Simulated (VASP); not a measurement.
# ZnS (P1) in VASP: further runs, part 2 of 2

VASP 6.6.1. The steps go on from the part before.

### Step 3. Single point, r2SCAN (atom 3 (S) moved +0.405 Å towards its neighbour atom 3 (S) at 3.807 Å)

File POSCAR:

```
ZnS
1.0
    3.8067217484      0.0000000000      0.0000000000
   -1.9033608742      3.2967177392      0.0000000000
    0.0000000000      0.0000000000      6.2457351519
Zn S
2 2
Direct
    0.3333333333      0.6666666667      0.0053880718
    0.6666666667      0.3333333333      0.5053880718
    0.2269425786      0.5602759119      0.3796119282
    0.6666666667      0.3333333333      0.8796119282
```

File INCAR.step1:

```
ALGO = Normal ; EDIFF = 1E-4
ENCUT = 520 ; GGA = PE
ISMEAR = 0 ; LASPH = True
LCHARG = False ; LREAL = False
LWAVE = True ; NBANDS = 26
NELM = 60 ; PREC = Accurate
SIGMA = 0.05
```

File INCAR.step2:

```
ALGO = Normal ; EDIFF = 1E-7
ENCUT = 520 ; ISIF = 2
ISMEAR = 0 ; ISTART = 1
LASPH = True ; LCHARG = False
LMIXTAU = True ; LREAL = False
LWAVE = False ; METAGGA = R2SCAN
NBANDS = 26 ; NELM = 60
PREC = Accurate ; SIGMA = 0.05
```

File KPOINTS:

```
k-points
0
Gamma
  6 6 4
```

Potentials or basis: VASP PAW PBE potentials, release 64 (Zn, S).

Started as:

```bash
$ cat potpaw_PBE.64/Zn/POTCAR potpaw_PBE.64/S/POTCAR > POTCAR
$ cp INCAR.step1 INCAR
$ mpirun -np 1 vasp_std > vasp.out
$ cp INCAR.step2 INCAR
$ mpirun -np 1 vasp_std > vasp.out
```

OUTCAR:

```text
EDIFF = 1E-7
   ENCUT = 520
   ISIF = 2
   ISMEAR = 0
   ISTART = 1
   LASPH = True
   LREAL = False
   METAGGA = R2SCAN
   NELM = 60
   PREC = Accurate

 ion  position               nearest neighbor table
   1  0.333  0.667  0.005-   4 2.33   4 2.33   4 2.33   3 2.37
   2  0.667  0.333  0.505-   3 2.02   4 2.34   3 2.37   3 2.67
   3  0.227  0.560  0.380-   2 2.02   2 2.37   1 2.37   2 2.67
   4  0.667  0.333  0.880-   1 2.33   1 2.33   1 2.33   2 2.34

  LATTYP: Found a hexagonal cell.
 ALAT       =     3.8067217484
 C/A-ratio  =     1.6407122886

  Lattice vectors:

 A1 = (   3.8067217484,   0.0000000000,   0.0000000000)
 A2 = (  -1.9033608742,   3.2967177392,   0.0000000000)
 A3 = (   0.0000000000,   0.0000000000,   6.2457351519)

Analysis of symmetry for initial positions (statically):
=====================================================================
 Subroutine PRICEL returns:
 Original cell was already a primitive cell.

 Routine SETGRP: Setting up the symmetry group for a
[... 165 lines left out ...]
  ---------------------------------------------------
  ext. energy  EPLUGINS =         0.00000000
  ---------------------------------------------------
  free energy    TOTEN  =       -37.11111075 eV

  energy without entropy =      -37.11111075  energy(sigma->0) =      -37.11111075

 E-fermi :   2.2107     XC(G=0): -10.3024

 val. band max:        1.9669832930   @ k =   0.0000   0.0000   0.0000
 cond. band min:       4.6724782841   @ k =   0.0000   0.0000   0.0000
 fundamental gap:      2.7054949911
 Fermi energy:         2.2106619521

 k-point     1 :       0.0000    0.0000    0.0000
  band No.  band energies     occupation
      1     -11.9249      2.00000
      2     -10.9632      2.00000
      3      -5.0675      2.00000
      4      -4.8169      2.00000
      5      -4.6616      2.00000
      6      -4.5909      2.00000
[... 685 lines left out ...]
     25      10.7574      0.00000
     26      11.1840      0.00000

 [... further k-points ...]
[... 5 lines left out ...]
  --------------------------------------------------------------------------------------
  -------------------------------------------------------------------------------------
  Total        4.4566379     -0.3383474      0.6874664      2.1871781     -1.0274914     -2.1640612
  in kB       91.0964531     -6.9160317     14.0522416     44.7072817    -21.0025637    -44.2347575
  external PRESSURE =      32.7442210 kB  Pullay stress =       0.0000000 kB

 VOLUME and BASIS-vectors are now :
 -----------------------------------------------------------------------------
  energy-cutoff  :      520.00
  volume of cell :       78.38
      direct lattice vectors                 reciprocal lattice vectors
     3.806721748  0.000000000  0.000000000     0.262693222  0.151666002  0.000000000
    -1.903360874  3.296717739  0.000000000     0.000000000  0.303332004  0.000000000
     0.000000000  0.000000000  6.245735152     0.000000000  0.000000000  0.160109255

 POSITION                                       TOTAL-FORCE (eV/Angst)
 -----------------------------------------------------------------------------------
     -0.00000      2.19781      0.03365        -0.079046     -0.101822      0.112235
      1.90336      1.09891      3.15652        -3.035632     -1.651935      1.134268
     -0.20250      1.84707      2.37096         3.292522      1.935160     -1.284432
      1.90336      1.09891      5.49382        -0.177844     -0.181404      0.037929
 -----------------------------------------------------------------------------------
    total drift:                                0.008273     -0.002150      0.015070

  FREE ENERGIE OF THE ION-ELECTRON SYSTEM (eV)
  ---------------------------------------------------
  free  energy   TOTEN  =       -37.1111107488 eV

  energy  without entropy=      -37.1111107488  energy(sigma->0) =      -37.11111075
```

Run time: 3.5 min. Hardware: 1 thread of Intel Xeon 6975P-C (Granite Rapids), shared host; peak memory 0.27 GiB.

What came out:

```
Free energy            : -37.1111 eV
Pressure               : 3.3 GPa
Largest force          : 4.029 eV/Å
Band gap on the k mesh : 2.71 eV, direct
```

Forces on the atoms (eV/Å):
```
Zn  -0.079 -0.102  0.112
Zn  -3.036 -1.652  1.134
S    3.293  1.935 -1.284
S   -0.178 -0.181  0.038
```

Levels at points of the mesh, in eV from the valence-band top:
| k point | band 14 | band 15 | band 16 | band 17 | band 18 | band 19 | band 20 | band 21 | band 22 | band 23 |
| --- | --- | --- | --- | --- | --- | --- | --- | --- | --- | --- |
| (0.00, 0.00, 0.00) | -1.32 | -0.68 | -0.24 | -0.04 | 0.00 | 2.71 | 3.66 | 6.75 | 6.82 | 6.96 |
| (0.50, 0.00, 0.00) | -4.59 | -3.02 | -2.35 | -2.22 | -0.92 | 4.09 | 5.15 | 6.33 | 6.88 | 7.57 |
| (0.00, 0.50, 0.00) | -3.86 | -3.50 | -2.36 | -1.28 | -0.89 | 3.72 | 4.12 | 4.67 | 7.28 | 8.44 |
| (0.50, 0.50, 0.00) | -4.26 | -3.52 | -2.13 | -1.81 | -0.81 | 3.99 | 4.53 | 5.30 | 7.20 | 8.21 |
| (0.00, 0.00, 0.50) | -2.87 | -1.01 | -0.60 | -0.52 | -0.11 | 3.97 | 4.08 | 6.51 | 6.87 | 7.23 |
| (0.50, 0.00, 0.50) | -5.06 | -1.90 | -1.74 | -1.62 | -1.29 | 3.44 | 4.01 | 5.43 | 5.98 | 9.30 |
| (0.00, 0.50, 0.50) | -4.37 | -2.09 | -1.94 | -1.67 | -1.50 | 3.82 | 4.33 | 5.02 | 5.70 | 9.10 |
| (0.50, 0.50, 0.50) | -4.94 | -2.13 | -1.80 | -1.62 | -1.08 | 3.68 | 3.86 | 5.30 | 5.58 | 9.25 |

Caveat: the cell differs from its parent crystal (atom 3 (S) moved +0.405 Å towards its neighbour atom 3 (S) at 3.807 Å); the PAW data sets were made with another functional, which shifts forces and pressure a little.

### Step 4. Single point, r2SCAN (atom 3 (S) moved +0.315 Å towards its neighbour atom 3 (S) at 3.807 Å)

POSCAR, as its differences from that of step 3:

```diff
@@ -10,3 +10,3 @@
     0.6666666667      0.3333333333      0.5053880718
-    0.2269425786      0.5602759119      0.3796119282
+    0.2505849685      0.5839183018      0.3796119282
     0.6666666667      0.3333333333      0.8796119282
```

File INCAR.step1:

```
ALGO = Normal
EDIFF = 1E-4
ENCUT = 520
GGA = PE
ISMEAR = 0
LASPH = T
LCHARG = F
LREAL = F
LWAVE = T
NBANDS = 26
NELM = 100
PREC = Accurate
SIGMA = 0.05
```

File INCAR.step2:

```
ALGO = Normal
EDIFF = 1E-6
ENCUT = 520
ISIF = 2
ISMEAR = 0
ISTART = 1
LASPH = T
LCHARG = T
LELF = T
LMIXTAU = T
LREAL = F
LVHAR = T
LWAVE = F
METAGGA = R2SCAN
NBANDS = 26
NELM = 100
PREC = Accurate
SIGMA = 0.05
```

KPOINTS is that of step 3.

Started as:

```bash
$ cat potpaw_PBE.64/Zn/POTCAR potpaw_PBE.64/S/POTCAR > POTCAR
$ cp INCAR.step1 INCAR
$ mpirun -np 1 vasp_std > vasp.out
$ cp INCAR.step2 INCAR
$ mpirun -np 1 vasp_std > vasp.out
```

It took 3.2 min on 1 thread of Intel Xeon 6975P-C (Granite Rapids), shared host; peak memory 0.27 GiB.

Results (log left out):

| Property | Result |
| --- | --- |
| Free energy | -37.3675 eV |
| Pressure | 2.0 GPa |
| Largest force | 2.738 eV/Å |
| Band gap on the k mesh | 2.75 eV, direct |

Forces in eV/Å, atoms in the order of the input:
```
Zn  -0.059 -0.080  0.072
Zn  -1.963 -1.294  0.654
S    2.151  1.521 -0.747
S   -0.129 -0.147  0.021
```

Stress tensor (GPa, compression positive):
```
 6.09  3.17 -2.81
 3.17 -1.01 -1.64
-2.81 -1.64  0.78
```

Levels at points of the mesh, in eV from the valence-band top:
| k point | band 16 | band 17 | band 18 | band 19 | band 20 | band 21 |
| --- | --- | --- | --- | --- | --- | --- |
| (0.00, 0.00, 0.00) | -0.17 | 0.00 | 0.00 | 2.75 | 3.66 | 6.78 |
| (0.50, 0.00, 0.00) | -2.27 | -2.15 | -0.91 | 4.12 | 5.10 | 6.16 |
| (0.00, 0.50, 0.00) | -2.34 | -1.33 | -0.90 | 3.82 | 4.32 | 4.82 |
| (0.50, 0.50, 0.00) | -2.18 | -1.76 | -0.83 | 4.02 | 4.63 | 5.36 |
| (0.00, 0.00, 0.50) | -0.55 | -0.49 | -0.14 | 4.04 | 4.11 | 6.65 |
| (0.50, 0.00, 0.50) | -1.70 | -1.61 | -1.35 | 3.57 | 4.01 | 5.50 |
| (0.00, 0.50, 0.50) | -1.85 | -1.65 | -1.52 | 3.87 | 4.28 | 5.19 |
| (0.50, 0.50, 0.50) | -1.74 | -1.62 | -1.19 | 3.80 | 3.91 | 5.42 |

Caveat: the cell differs from its parent crystal (atom 3 (S) moved +0.315 Å towards its neighbour atom 3 (S) at 3.807 Å); the PAW data sets were made with another functional, which shifts forces and pressure a little.

### Step 5. Single point, r2SCAN (atom 3 (S) moved +0.225 Å towards its neighbour atom 3 (S) at 3.807 Å)

POSCAR, as its differences from that of step 4:

```diff
@@ -10,3 +10,3 @@
     0.6666666667      0.3333333333      0.5053880718
-    0.2505849685      0.5839183018      0.3796119282
+    0.2742273585      0.6075606918      0.3796119282
     0.6666666667      0.3333333333      0.8796119282
```

File INCAR.step1:

```
PREC     = Accurate       # precision mode
ENCUT    = 520            # plane-wave cutoff, eV
ISMEAR   = 0              # smearing method
SIGMA    = 0.05           # smearing width, eV
LREAL    = F              # projectors in reciprocal space
LASPH    = T              # aspherical terms in the spheres
NELM     = 80             # most SCF steps
NBANDS   = 26             # bands
GGA      = PE             # functional
ALGO     = Normal         # electronic algorithm
EDIFF    = 1E-4           # SCF threshold, eV
LWAVE    = T              # write WAVECAR
LCHARG   = F              # write CHGCAR
```

File INCAR.step2:

```
PREC     = Accurate       # precision mode
ENCUT    = 520            # plane-wave cutoff, eV
EDIFF    = 1E-7           # SCF threshold, eV
ISMEAR   = 0              # smearing method
SIGMA    = 0.05           # smearing width, eV
LREAL    = F              # projectors in reciprocal space
LASPH    = T              # aspherical terms in the spheres
NELM     = 80             # most SCF steps
ALGO     = Normal         # electronic algorithm
ISIF     = 2              # what is computed and relaxed
LWAVE    = F              # write WAVECAR
LCHARG   = F              # write CHGCAR
METAGGA  = R2SCAN         # meta-GGA
LMIXTAU  = T            
NBANDS   = 26             # bands
ISTART   = 1
```

File KPOINTS:

```
regular mesh
0
Gamma
  6 6 4
```

Started as:

```bash
$ cat potpaw_PBE.64/Zn/POTCAR potpaw_PBE.64/S/POTCAR > POTCAR
$ cp INCAR.step1 INCAR
$ mpirun -np 1 vasp_std > vasp.out
$ cp INCAR.step2 INCAR
$ mpirun -np 1 vasp_std > vasp.out
```

Run time: 3.6 min. Hardware: 1 thread of Intel Xeon 6975P-C (Granite Rapids), shared host; peak memory 0.28 GiB.

It converged, with:

- Free energy: -37.5468 eV
- Pressure: 1.0 GPa
- Largest force: 1.734 eV/Å
- Band gap on the k mesh: 2.76 eV, direct

Forces in eV/Å, atoms in the order of the input:
```
Zn  -0.040 -0.058  0.039
Zn  -1.151 -0.946  0.323
S    1.276  1.114 -0.371
S   -0.085 -0.110  0.009
```

Stress tensor (GPa, compression positive):
```
 3.72  2.02 -1.61
 2.02 -1.13 -1.20
-1.61 -1.20  0.36
```

Levels at points of the mesh, in eV from the valence-band top:
```
           k point  band 15  band 16  band 17  band 18  band 19  band 20  band 21  band 22
(0.00, 0.00, 0.00)    -0.75    -0.14    -0.03     0.00     2.76     3.63     6.78     6.83
(0.50, 0.00, 0.00)    -3.16    -2.29    -2.05    -0.92     4.10     5.00     5.95     7.29
(0.00, 0.50, 0.00)    -3.54    -2.34    -1.44    -0.92     3.89     4.46     4.96     7.32
(0.50, 0.50, 0.00)    -3.42    -2.25    -1.76    -0.88     4.02     4.69     5.39     7.31
(0.00, 0.00, 0.50)    -0.80    -0.53    -0.49    -0.23     4.06     4.10     6.78     7.03
(0.50, 0.00, 0.50)    -1.80    -1.70    -1.64    -1.46     3.67     3.99     5.54     5.88
(0.00, 0.50, 0.50)    -1.90    -1.80    -1.66    -1.58     3.89     4.19     5.32     5.70
(0.50, 0.50, 0.50)    -1.96    -1.73    -1.65    -1.35     3.86     3.92     5.51     5.63
```

Caveat: the cell differs from its parent crystal (atom 3 (S) moved +0.225 Å towards its neighbour atom 3 (S) at 3.807 Å); the PAW data sets were made with another functional, which shifts forces and pressure a little.
